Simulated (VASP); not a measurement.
Set up this calculation in VASP 6.6.1, as the native input.

```yaml
Task: single point
Functional: PBEsol
Potentials_or_basis: VASP PAW PBE potentials, release 64 (Hf_pv, B)
Cutoff: 500 eV
k_mesh: 4 × 1 × 1
Occupations: gaussian, width 0.1 eV
Spin: no spin polarisation
Hubbard_terms: Hf d U = 3.0 eV
Dipole_correction: no
Further_INCAR_settings: ALGO = Normal; EDIFF = 1e-06; NBANDS = 14; ISYM = 0
```

The structure of HfB lies in POSCAR:

```
HfB
1.0
    0.0000000000      2.3100000000      2.3100000000
    2.3100000000      0.0000000000      2.3100000000
    2.3100000000      2.3100000000      0.0000000000
Hf B
1 1
Direct
    0.5000000000      0.5000000000      0.5000000000
    0.0000000000      0.0000000000      0.0000000000
```

One way to write it, as run:

INCAR

```
SYSTEM = HfB
PREC = Accurate
ENCUT = 500
EDIFF = 1E-6
ISMEAR = 0
SIGMA = 0.1
LREAL = .FALSE.
LASPH = .TRUE.
NELM = 200
ALGO = Normal
ISIF = 2
LWAVE = .FALSE.
LCHARG = .FALSE.
LMAXMIX = 4
LDAU = .TRUE.
LDAUTYPE = 2
LDAUL = 2 -1
LDAUU = 3 0
LDAUJ = 0 0
LDAUPRINT = 1
GGA = PS
NBANDS = 14
ISYM = 0
GGA_COMPAT = .FALSE.
```

KPOINTS

```
Automatic mesh
0
G
  4 1 1
  0 0 0
```

Potentials or basis: VASP PAW PBE potentials, release 64 (Hf_pv, B).

Command:

```sh
$ cat potpaw_PBE.64/Hf_pv/POTCAR potpaw_PBE.64/B/POTCAR > POTCAR
$ mpirun -np 1 vasp_std > vasp.out
```

It gave:

```
Pressure : 40.8 GPa
```

Caveat: the k points lie up to 2.36 Å⁻¹ apart; the PAW data sets were made with another functional, which shifts forces and pressure a little; U without spin polarisation on a metal has little footing; the U is typed as a test and isn't derived for this compound.

Run time: 4.6 s on 1 thread of Intel(R) Xeon(R) Platinum 8375C CPU @ 2.90GHz (Ice Lake), on a shared host, peak memory 0.13 GiB.
